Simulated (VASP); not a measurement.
Input of a VASP 6.6.1 run:

File INCAR:

```
PREC = Accurate
ENCUT = 600
EDIFF = 1E-6
ISMEAR = 0
SIGMA = 0.2
LREAL = False
LASPH = True
NELM = 120
ALGO = Normal
ISIF = 2
LWAVE = False
LCHARG = False
GGA = PE
NBANDS = 51
GGA_COMPAT = False
```

File KPOINTS:

```
regular mesh
0
Gamma
  4 4 4
```

POSCAR

```
In6O
1.0
   -4.1034074384      4.1034074384      4.1034074384
    4.1034074384     -4.1034074384      4.1034074384
    4.1034074384      4.1034074384     -4.1034074384
In O
6 1
Direct
    0.5000000000      0.7500000000      0.2500000000
    0.5000000000      0.2500000000      0.7500000000
    0.2500000000      0.5000000000      0.7500000000
    0.7500000000      0.5000000000      0.2500000000
    0.7500000000      0.2500000000      0.5000000000
    0.2500000000      0.7500000000      0.5000000000
    0.0000000000      0.0000000000      0.0000000000
```

Potentials or basis: VASP PAW PBE potentials, release 64 (In_d, O).

Launch:

```bash
$ cat potpaw_PBE.64/In_d/POTCAR potpaw_PBE.64/O/POTCAR > POTCAR
$ mpirun -np 1 vasp_std > vasp.out
```

Problem. Predict the band gap on the k mesh.

Solution. Zero (bands 42 and 43 overlap by 0.66 eV).

Problem. What does it give for the pressure?

Solution. 0.4 GPa.

Caveat: spin-orbit coupling is left out, which moves the levels of the heavy elements.
